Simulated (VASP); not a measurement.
# Cr (Cmcm) in VASP: notebook

The runs below take Cr through single point, with r2SCAN, PBE.

Program: VASP 6.6.1. These are calculated values, not measurements. Logs are shortened: lines on timing, memory, paths and dates and some standing lists are left out, and cuts for length are marked.

**1. The cell of the first run**

Symmetry: Cmcm, No. 63, orthorhombic system. Conventional cell: a = 2.263 Å, b = 4.867 Å, c = 4.009 Å, α = 90.00°, β = 90.00°, γ = 90.00°. Within 3.0 Å of Cr (site symmetry m2m) lie 12 Cr at 2.26 to 2.68 Å.

**2. Single point, r2SCAN, collinear spin, ferromagnetic start**

The input, POSCAR:

```
Cr
1.0
    1.1315479221     -2.4336828554      0.0000000000
    1.1315479221      2.4336828554      0.0000000000
    0.0000000000      0.0000000000      4.0093808883
Cr
2
Direct
    0.8705325800      0.1294674200      0.7500000000
    0.1294674200      0.8705325800      0.2500000000
```

The input, INCAR.step1:

```
SYSTEM = Cr
PREC = Accurate
ENCUT = 520
ISMEAR = -1
SIGMA = 0.05
LREAL = .False.
LASPH = .True.
NELM = 150
ISPIN = 2
MAGMOM = 3 3
LMAXMIX = 4
NBANDS = 23
GGA = PE
ALGO = Normal
EDIFF = 1E-4
LWAVE = .True.
LCHARG = .False.
```

The input, INCAR.step2:

```
SYSTEM = Cr
PREC = Accurate
ENCUT = 520
EDIFF = 1E-7
ISMEAR = -1
SIGMA = 0.05
LREAL = .False.
LASPH = .True.
NELM = 150
ALGO = Normal
ISIF = 2
LWAVE = .False.
LCHARG = .False.
ISPIN = 2
MAGMOM = 3 3
LORBIT = 11
LMAXMIX = 4
METAGGA = R2SCAN
LMIXTAU = .True.
NBANDS = 23
ISTART = 1
```

The input, KPOINTS:

```
Automatic mesh
0
Gamma
  13 13 7
  0 0 0
```

Potentials or basis: VASP PAW PBE potentials, release 64 (Cr_pv).

The run is started by

```sh
$ cat potpaw_PBE.64/Cr_pv/POTCAR > POTCAR
$ cp INCAR.step1 INCAR
$ mpirun -np 1 vasp_std > vasp.out
$ cp INCAR.step2 INCAR
$ mpirun -np 1 vasp_std > vasp.out
```

OUTCAR:

```text
SYSTEM = Cr
   PREC = Accurate
   ENCUT = 520
   EDIFF = 1E-7
   ISMEAR = -1
   LREAL = .False.
   LASPH = .True.
   NELM = 150
   ISIF = 2
   ISPIN = 2
   LORBIT = 11
   METAGGA = R2SCAN
   ISTART = 1

 ion  position               nearest neighbor table
   1  0.871  0.129  0.750-   2 2.37   2 2.37   2 2.58   2 2.58   2 2.58   2 2.58
   2  0.129  0.871  0.250-   1 2.37   1 2.37   1 2.58   1 2.58   1 2.58   1 2.58

  LATTYP: Found a base centered orthorhombic cell.
 ALAT       =     2.2630958442
 B/A-ratio  =     2.1507554456
 C/A-ratio  =     1.7716354783

  Lattice vectors:

 A1 = (   1.1315479221,  -2.4336828554,   0.0000000000)
 A2 = (   1.1315479221,   2.4336828554,   0.0000000000)
 A3 = (   0.0000000000,   0.0000000000,   4.0093808883)

Analysis of symmetry for initial positions (statically):
=====================================================================
 Subroutine PRICEL returns:
 Original cell was already a primitive cell.

 Routine SETGRP: Setting up the symmetry group for a
 base centered orthorhombic supercell.

 Subroutine GETGRP returns: Found  8 space group operations
 (whereof  4 operations were pure point group operations)
 out of a pool of  8 trial point group operations.

The static configuration has the point symmetry C_2h.
 The point group associated with its full space group is D_2h.

Analysis of symmetry for dynamics (positions and initial velocities):
=====================================================================
 Subroutine PRICEL returns:
 Original cell was already a primitive cell.

 Routine SETGRP: Setting up the symmetry group for a
 base centered orthorhombic supercell.

 Subroutine GETGRP returns: Found  8 space group operations
 (whereof  4 operations were pure point group operations)
 out of a pool of  8 trial point group operations.

The dynamic configuration has the point symmetry C_2h.
 The point group associated with its full space group is D_2h.

Analysis of structural, dynamic, and magnetic symmetry:
=====================================================================
 Subroutine PRICEL returns:
 Original cell was already a primitive cell.

 Routine SETGRP: Setting up the symmetry group for a
 base centered orthorhombic supercell.

 Subroutine GETGRP returns: Found  8 space group operations
 (whereof  4 operations were pure point group operations)
 out of a pool of  8 trial point group operations.

The overall configuration has the point symmetry C_2h.
 The point group associated with its full space group is D_2h.

[... 119 lines left out ...]
  volume/ion in A,a.u.               =      11.04        74.51
  Fermi-wavevector in a.u.,A,eV,Ry     =   1.683180  3.180749 38.546585  2.833094
  Thomas-Fermi vector in A             =   2.766427
   LORBIT       =     11    0 simple, 1 ext, 2 COOP (PROOUT), +10 PAW based schemes
   METAGGA = R2SCAN    functional components
   LHFCALC =     F    Hartree Fock is set to
   AEXX    =    0.0000 exact exchange contribution
   IVDW    =     0    specifies the selected vdW correction
   LEPSILON=     F    determine dielectric tensor
   LRPA    =     F    only Hartree local field effects (RPA)
 spin polarized calculation
  energy-cutoff  :      520.00
  volume of cell :       22.08
 maximum number of plane-waves:       619
   NGX =  9   NGY =  9   NGZ = 15

 number of electron      23.9999995 magnetization      -0.0000656

 Free energy of the ion-electron system (eV)
  ---------------------------------------------------
  ext. energy  EPLUGINS =         0.00000000
  ---------------------------------------------------
  free energy    TOTEN  =       -28.85286449 eV

  energy without entropy =      -28.83362814  energy(sigma->0) =      -28.84324631

 E-fermi :  11.5840     XC(G=0): -15.2369

 val. band max:       11.5786059022   @ k =   0.4615  -0.0000   0.4286
 cond. band min:      11.5867107774   @ k =  -0.3846   0.0769   0.1429
 fundamental gap:      0.0081048752
 Fermi energy:        11.5839981509

 spin component 1

 k-point     1 :       0.0000    0.0000    0.0000
  band No.  band energies     occupation
      1     -33.6589      1.00000
      2     -32.9778      1.00000
      3     -32.6862      1.00000
      4     -32.5200      1.00000
      5     -32.3997      1.00000
      6     -32.3862      1.00000
[... 613 lines left out ...]
     22      24.2299      0.00000
     23      25.4410      0.00000

 [... further k-points ...]

 spin component 2

 k-point     1 :       0.0000    0.0000    0.0000
  band No.  band energies     occupation
      1     -33.6590      1.00000
      2     -32.9778      1.00000
      3     -32.6862      1.00000
      4     -32.5200      1.00000
      5     -32.3997      1.00000
      6     -32.3863      1.00000
[... 613 lines left out ...]
     22      24.2299      0.00000
     23      25.4410      0.00000

 [... further k-points ...]

------------------------ aborting loop because EDIFF is reached ----------------------------------------

  FORCE on cell =-STRESS in cart. coord.  units (eV):
  Direction    XX          YY          ZZ          XY          YZ          ZX
  --------------------------------------------------------------------------------------
  -------------------------------------------------------------------------------------
  Total        2.0427480      1.9130225      2.3006869      0.0000000     -0.0000000      0.0000000
  in kB      148.2112384    138.7990260    166.9259525      0.0000000     -0.0000000      0.0000000
  external PRESSURE =     151.3120723 kB  Pullay stress =       0.0000000 kB

 VOLUME and BASIS-vectors are now :
 -----------------------------------------------------------------------------
  energy-cutoff  :      520.00
  volume of cell :       22.08
      direct lattice vectors                 reciprocal lattice vectors
     1.131547922 -2.433682855  0.000000000     0.441872580 -0.205449941  0.000000000
     1.131547922  2.433682855  0.000000000     0.441872580  0.205449941  0.000000000
     0.000000000  0.000000000  4.009380888     0.000000000  0.000000000  0.249415066

 POSITION                                       TOTAL-FORCE (eV/Angst)
 -----------------------------------------------------------------------------------
      1.13155     -1.80352      3.00704         0.000000      0.084721     -0.000000
      1.13155      1.80352      1.00235         0.000000     -0.084721      0.000000
 -----------------------------------------------------------------------------------
    total drift:                               -0.000000     -0.000000      0.000000

  FREE ENERGIE OF THE ION-ELECTRON SYSTEM (eV)
  ---------------------------------------------------
  free  energy   TOTEN  =       -28.8528644928 eV

  energy  without entropy=      -28.8336281365  energy(sigma->0) =      -28.84324631

 total charge

# of ion       s       p       d       tot
------------------------------------------
    1        0.687   6.435   4.290  11.412
    2        0.687   6.435   4.290  11.412
--------------------------------------------------
tot          1.374  12.870   8.580  22.824

 magnetization (x)

# of ion       s       p       d       tot
------------------------------------------
    1       -0.000  -0.000  -0.000  -0.000
    2       -0.000  -0.000  -0.000  -0.000
--------------------------------------------------
tot         -0.000  -0.000  -0.000  -0.000
```

OUTCAR.step1:

```text
SYSTEM = Cr
   PREC = Accurate
   ENCUT = 520
   ISMEAR = -1
   LREAL = .False.
   LASPH = .True.
[... 1496 lines left out ...]
      1.13155     -1.80352      3.00704         0.000000      0.205655      0.000000
      1.13155      1.80352      1.00235         0.000000     -0.205655     -0.000000
 -----------------------------------------------------------------------------------
    total drift:                               -0.000000     -0.000000      0.000000

  FREE ENERGIE OF THE ION-ELECTRON SYSTEM (eV)
  ---------------------------------------------------
  free  energy   TOTEN  =       -18.3014397777 eV

  energy  without entropy=      -18.2790800591  energy(sigma->0) =      -18.29025992
```

It took 12 min on 1 thread of Oxide Virtual Turin-like, shared host; peak memory 0.22 GiB.

Results:

* Free energy: -28.8529 eV
* Pressure: 15.1 GPa
* Largest force: 0.085 eV/Å
* Band gap on the k mesh: zero (filled and empty bands overlap)
* Net moment: 0.00 μB per cell
* Valence electrons inside the program's atomic spheres: Cr 11.41

Forces in eV/Å, atoms in the order of the input:
```
Cr   0.000  0.085  0.000
Cr   0.000 -0.085  0.000
```

Caveat: the starting moments collapsed, and a magnetic state may lie lower; the PAW data sets were made with another functional, which shifts forces and pressure a little.

**3. Single point, r2SCAN, collinear spin, ferromagnetic start**

This run uses another cell than the first one, of 11.27 Å³/atom, 1.021 times its volume.

The input, POSCAR:

```
Cr
1.0
    1.1393519475     -2.4504674055      0.0000000000
    1.1393519475      2.4504674055      0.0000000000
    0.0000000000      0.0000000000      4.0370326648
Cr
2
Direct
    0.8705325800      0.1294674200      0.7500000000
    0.1294674200      0.8705325800      0.2500000000
```

The input, INCAR.step1:

```
SYSTEM = Cr
  PREC = Accurate
  ENCUT = 520
  ISMEAR = -1
  SIGMA = 0.05
  LREAL = .False.
  LASPH = .True.
  NELM = 150
  ISPIN = 2
  MAGMOM = 3 3
  LMAXMIX = 4
  NBANDS = 23
  GGA = PE
  ALGO = Normal
  EDIFF = 1E-4
  LWAVE = .True.
  LCHARG = .False.
```

The input, INCAR.step2:

```
SYSTEM = Cr
  PREC = Accurate
  ENCUT = 520
  EDIFF = 1E-6
  ISMEAR = -1
  SIGMA = 0.05
  LREAL = .False.
  LASPH = .True.
  NELM = 150
  ALGO = Normal
  ISIF = 2
  LWAVE = .False.
  LCHARG = .True.
  ISPIN = 2
  MAGMOM = 3 3
  LORBIT = 11
  LMAXMIX = 4
  METAGGA = R2SCAN
  LMIXTAU = .True.
  LELF = .True.
  LVHAR = .True.
  NBANDS = 23
  ISTART = 1
```

The input, KPOINTS:

```
regular mesh
0
Gamma
  13 13 7
  0 0 0
```

Potentials or basis: VASP PAW PBE potentials, release 64 (Cr_pv).

The run is started by

```sh
$ cat potpaw_PBE.64/Cr_pv/POTCAR > POTCAR
$ cp INCAR.step1 INCAR
$ mpirun -np 1 vasp_std > vasp.out
$ cp INCAR.step2 INCAR
$ mpirun -np 1 vasp_std > vasp.out
```

OUTCAR:

```text
SYSTEM = Cr
   PREC = Accurate
   ENCUT = 520
   EDIFF = 1E-6
   ISMEAR = -1
   LREAL = .False.
   LASPH = .True.
   NELM = 150
   ISIF = 2
   ISPIN = 2
   LORBIT = 11
   METAGGA = R2SCAN
   ISTART = 1

 ion  position               nearest neighbor table
   1  0.871  0.129  0.750-   2 2.38   2 2.38   2 2.60   2 2.60   2 2.60   2 2.60
   2  0.129  0.871  0.250-   1 2.38   1 2.38   1 2.60   1 2.60   1 2.60   1 2.60

  LATTYP: Found a base centered orthorhombic cell.
 ALAT       =     2.2787038950
 B/A-ratio  =     2.1507554456
 C/A-ratio  =     1.7716354782

  Lattice vectors:

 A1 = (   1.1393519475,  -2.4504674055,   0.0000000000)
[... 1467 lines left out ...]
 -----------------------------------------------------------------------------
  energy-cutoff  :      520.00
  volume of cell :       22.54
      direct lattice vectors                 reciprocal lattice vectors
     1.139351948 -2.450467405  0.000000000     0.438845961 -0.204042706  0.000000000
     1.139351948  2.450467405  0.000000000     0.438845961  0.204042706  0.000000000
     0.000000000  0.000000000  4.037032665     0.000000000  0.000000000  0.247706690

 POSITION                                       TOTAL-FORCE (eV/Angst)
 -----------------------------------------------------------------------------------
      1.13935     -1.81596      3.02777         0.000000      0.067171     -0.000000
      1.13935      1.81596      1.00926         0.000000     -0.067171      0.000000
 -----------------------------------------------------------------------------------
    total drift:                               -0.000000     -0.000000      0.000000

  FREE ENERGIE OF THE ION-ELECTRON SYSTEM (eV)
  ---------------------------------------------------
  free  energy   TOTEN  =       -28.8872207666 eV

  energy  without entropy=      -28.8678069493  energy(sigma->0) =      -28.87751386

 total charge

# of ion       s       p       d       tot
------------------------------------------
    1        0.685   6.422   4.261  11.369
    2        0.685   6.422   4.261  11.369
--------------------------------------------------
tot          1.371  12.844   8.522  22.738

 magnetization (x)

# of ion       s       p       d       tot
------------------------------------------
    1       -0.000  -0.000  -0.000  -0.000
    2       -0.000  -0.000  -0.000  -0.000
--------------------------------------------------
tot         -0.000  -0.000  -0.000  -0.000
```

OUTCAR.step1:

```text
SYSTEM = Cr
   PREC = Accurate
   ENCUT = 520
   ISMEAR = -1
   LREAL = .False.
   LASPH = .True.
[... 1496 lines left out ...]
      1.13935     -1.81596      3.02777         0.000000      0.190922      0.000000
      1.13935      1.81596      1.00926         0.000000     -0.190922     -0.000000
 -----------------------------------------------------------------------------------
    total drift:                               -0.000000     -0.000000      0.000000

  FREE ENERGIE OF THE ION-ELECTRON SYSTEM (eV)
  ---------------------------------------------------
  free  energy   TOTEN  =       -18.3475179128 eV

  energy  without entropy=      -18.3245773449  energy(sigma->0) =      -18.33604763
```

Run time: 13 min. Hardware: 1 thread of Oxide Virtual Turin-like, shared host; peak memory 0.22 GiB.

What came out:

| Property | Result |
| --- | --- |
| Free energy | -28.8872 eV |
| Pressure | 8.8 GPa |
| Largest force | 0.067 eV/Å |
| Band gap on the k mesh | zero (filled and empty bands overlap) |
| Net moment | 0.00 μB per cell |
| Valence electrons inside the program's atomic spheres | Cr 11.37 |

Forces in eV/Å, atoms in the order of the input:
```
Cr   0.000  0.067  0.000
Cr   0.000 -0.067  0.000
```

Stress tensor (GPa, compression positive):
```
 8.30  0.00  0.00
 0.00  7.81  0.00
 0.00  0.00 10.22
```

Levels at points of the mesh, in eV from the Fermi level:
Spin up:
```
           k point  band 9  band 10  band 11  band 12  band 13  band 14  band 15  band 16
(0.00, 0.00, 0.00)   -2.39    -2.20    -0.99     0.28     0.86     1.20     1.23     1.98
```
Spin down:
| k point | band 9 | band 10 | band 11 | band 12 | band 13 | band 14 | band 15 | band 16 |
| --- | --- | --- | --- | --- | --- | --- | --- | --- |
| (0.00, 0.00, 0.00) | -2.39 | -2.20 | -0.99 | 0.28 | 0.86 | 1.20 | 1.23 | 1.98 |

Caveat: the starting moments collapsed, and a magnetic state may lie lower; the PAW data sets were made with another functional, which shifts forces and pressure a little.

**4. Single point, PBE, collinear spin, ferromagnetic start**

This run uses another cell than the first one, of 11.50 Å³/atom, 1.042 times its volume.

The input, INCAR:

```
PREC     = Accurate       # precision mode
ENCUT    = 520            # plane-wave cutoff, eV
EDIFF    = 1E-7           # SCF threshold, eV
ISMEAR   = -1             # smearing method
SIGMA    = 0.05           # smearing width, eV
LREAL    = F              # projectors in reciprocal space
LASPH    = T              # aspherical terms in the spheres
NELM     = 150            # most SCF steps
ALGO     = Normal         # electronic algorithm
ISIF     = 2              # what is computed and relaxed
LWAVE    = F              # write WAVECAR
LCHARG   = T              # write CHGCAR
ISPIN    = 2              # spin polarisation
MAGMOM   = 4.5 4.5        # initial moments
LORBIT   = 11             # projections on sites
LMAXMIX  = 4              # l up to which the mixer works
GGA      = PE             # functional
LELF     = T              # ELF
LVHAR    = T            
NBANDS   = 23             # bands
```

The input, KPOINTS:

```
regular mesh
0
Gamma
  13 13 7
```

The input, POSCAR:

```
Cr
1.0
    1.1470505050     -2.4670251200      0.0000000000
    1.1470505050      2.4670251200      0.0000000000
    0.0000000000      0.0000000000      4.0643107400
Cr
2
Direct
    0.8705325800      0.1294674200      0.7500000000
    0.1294674200      0.8705325800      0.2500000000
```

The run is started by

```sh
$ cat potpaw_PBE.64/Cr_pv/POTCAR > POTCAR
$ mpirun -np 1 vasp_std > vasp.out
```

It took 6 min on 1 thread of Oxide Virtual Turin-like, shared host; peak memory 0.21 GiB.

Results (log left out):

| Quantity | Value |
| --- | --- |
| Free energy | -18.3765 eV |
| Pressure | 7.2 GPa |
| Largest force | 0.178 eV/Å |
| Band gap on the k mesh | zero (filled and empty bands overlap) |
| Net moment | 0.00 μB per cell |
| Valence electrons inside the program's atomic spheres | Cr 11.11 |

Forces on the atoms (eV/Å):
```
Cr   0.000  0.178  0.000
Cr   0.000 -0.178  0.000
```

Stress tensor (GPa, compression positive):
```
 7.28  0.00  0.00
 0.00  4.00  0.00
 0.00  0.00 10.34
```

Levels at points of the mesh, in eV from the Fermi level:
Spin up:
```csv
k point,band 10,band 11,band 12,band 13,band 14,band 15
"(0.00, 0.00, 0.00)",-1.94,-0.87,0.18,1.01,1.02,1.06
```
Spin down:
```
           k point  band 10  band 11  band 12  band 13  band 14  band 15
(0.00, 0.00, 0.00)    -1.94    -0.87     0.18     1.01     1.02     1.06
```

Caveat: the starting moments collapsed, and a magnetic state may lie lower.

**5. Single point, PBE, non-collinear spin, typed start**

This run uses another cell than the first one, of 11.50 Å³/atom, 1.042 times its volume.

The input, INCAR:

```
  PREC = Accurate
  ENCUT = 520
  EDIFF = 1E-6
  ISMEAR = -1
  SIGMA = 0.05
  LREAL = F
  LASPH = T
  NELM = 150
  ALGO = Normal
  ISIF = 2
  LWAVE = F
  LCHARG = F
  LNONCOLLINEAR = T
  MAGMOM = -0.111 -1.129 -0.111 -0.449 -0.581 2.095
  LORBIT = 11
  LMAXMIX = 4
  GGA = PE
  NBANDS = 36
```

The input, KPOINTS:

```
Automatic mesh
0
Gamma
  9 9 5
```

POSCAR is that of step 4.

The run is started by

```sh
$ cat potpaw_PBE.64/Cr_pv/POTCAR > POTCAR
$ mpirun -np 1 vasp_ncl > vasp.out
```

It took 19 min on 1 thread of Oxide Virtual Turin-like, shared host; peak memory 0.48 GiB.

It converged, with:

```yaml
Free_energy: -18.3744 eV
Pressure: 7.5 GPa
Largest_force: 0.190 eV/Å
Band_gap_on_the_k_mesh: zero (band 24 reaches 11.18 eV, above the bottom of band 25 at 10.74 eV)
Net_moment: 0.00 μB per cell
Valence_electrons_inside_the_program's_atomic_spheres: Cr 11.11
```

Forces on the atoms (eV/Å):
```
Cr   0.000  0.190  0.000
Cr   0.000 -0.190  0.000
```

Stress tensor (GPa, compression positive):
```
 6.72  0.00  0.00
 0.00  4.73  0.00
 0.00  0.00 10.96
```

Levels at points of the mesh, in eV from the Fermi level:
```tsv
k point	band 20	band 21	band 22	band 23	band 24	band 25	band 26	band 27	band 28	band 29
(0.00, 0.00, 0.00)	-1.91	-0.86	-0.86	0.19	0.19	1.03	1.03	1.04	1.04	1.08
```

Moments on the atoms (μB; x, y, z):
```
Cr  0.00 0.00 0.00
Cr  0.00 0.00 0.00
```

Caveat: the starting moments collapsed, and a magnetic state may lie lower.
